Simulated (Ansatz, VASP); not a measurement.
**Rb2Sb: VASP beside Ansatz**

```
CELL_PARAMETERS angstrom
7.98430 0.00000 0.00000
0.00000 7.98430 0.00000
0.00000 0.00000 7.98430
ATOMIC_POSITIONS crystal
Rb 0.25000 0.25000 0.25000
Rb 0.25000 0.75000 0.75000
Rb 0.75000 0.75000 0.25000
Rb 0.75000 0.25000 0.75000
Sb 0.00000 0.00000 0.00000
Sb 0.50000 0.50000 0.50000
```

Alike in both runs: task relaxation of cell and atoms; functional PBE; k mesh 6 × 6 × 6; occupations gaussian, width 0.1 eV; no spin polarisation.

|  | VASP | Ansatz |
| --- | --- | --- |
| version | VASP 6.6.1 | Ansatz 0.2.0 |
| potentials or method | VASP PAW PBE potentials, release 64 (Rb_sv, Sb), cutoff 600 eV | scalar-relativistic, plane waves, PAW |
| valence electrons in the cell | 46 | 66 |

|  | VASP | Ansatz | Ansatz less VASP |
| --- | --- | --- | --- |
| gap on the k mesh at the Fermi level, each at its own relaxed structure (eV) | none | none | - |
| relaxed volume (Å³/atom) | 86.99 | 86.89 | -0.101 |
| relaxed length of the cell vector where the two differ most in proportion (Å) | 8.051 | 8.048 | -0.0031 |

A gap of «none» marks a metal or a gap that the smearing closes. VASP's potentials hold 46 valence electrons a cell and Ansatz's 66, so a difference there can come from the potentials and not from the codes.

Neither program's run includes spin-orbit coupling.
